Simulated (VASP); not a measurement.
Here is a VASP 6.6.1 calculation.

Contents of INCAR:

```
SYSTEM = BaTiO3
PREC     = Accurate       ! precision mode
ENCUT    = 520            ! plane-wave cutoff, eV
EDIFF    = 1E-6           ! SCF threshold, eV
ISMEAR   = -1             ! smearing method
SIGMA    = 0.05           ! smearing width, eV
LREAL    = .FALSE.        ! projectors in reciprocal space
LASPH    = .TRUE.         ! aspherical terms in the spheres
NELM     = 100            ! most SCF steps
ALGO     = Normal         ! electronic algorithm
ISIF     = 2              ! what is computed and relaxed
LWAVE    = .FALSE.        ! write WAVECAR
LCHARG   = .TRUE.         ! write CHGCAR
GGA      = RP             ! functional
LELF     = .TRUE.         ! ELF
LVHAR    = .TRUE.       
NBANDS   = 51             ! bands
```

File KPOINTS:

```
Automatic mesh
0
G
  7 7 4
  0 0 0
```

The input POSCAR:

```
BaTiO3
1.0
   -3.9658278313     -0.0019012190     -0.0009747110
    0.0008255876     -0.0343311782     -4.2260448897
    0.0036023880     -8.4172198974     -0.0662458091
Ba Ti O
2 2 6
Direct
   -0.0000360868      0.9809338388      0.4910531066
   -0.0000320733      0.9809308860     -0.0089467887
    0.4999160473      0.4635570224      0.2323241501
    0.4998949927      0.4635600349      0.7323240314
    0.5000244133      0.0323421741      0.2525832578
    0.5000314187      0.0323476354      0.7525833174
    0.5000305982      0.5057756597      0.5154801621
    0.5000319231      0.5057721019      0.0154796265
    1.0000616071      0.5173889241      0.2585598385
    0.0000771699      0.5173917228      0.7585592883
```

Potentials or basis: VASP PAW PBE potentials, release 64 (Ba_sv, Ti_sv, O).

Launch:

```console
$ cat potpaw_PBE.64/Ba_sv/POTCAR potpaw_PBE.64/Ti_sv/POTCAR potpaw_PBE.64/O/POTCAR > POTCAR
$ mpirun -np 1 vasp_std > vasp.out
```

Q: What does it give for the largest force?

A: 0.082 eV/Å.

Q: What does it give for the pressure?

A: 1.3 GPa.

Forces in eV/Å, atoms in the order of the input:
```
Ba   0.000 -0.040 -0.042
Ba   0.000 -0.040 -0.042
Ti   0.000 -0.058 -0.059
Ti   0.000 -0.058 -0.059
O    0.000  0.020  0.061
O    0.000  0.020  0.061
O    0.000  0.060  0.022
O    0.000  0.060  0.022
O    0.000  0.017  0.018
O    0.000  0.017  0.018
```

Caveat: the PAW data sets were made with another functional, which shifts forces and pressure a little.
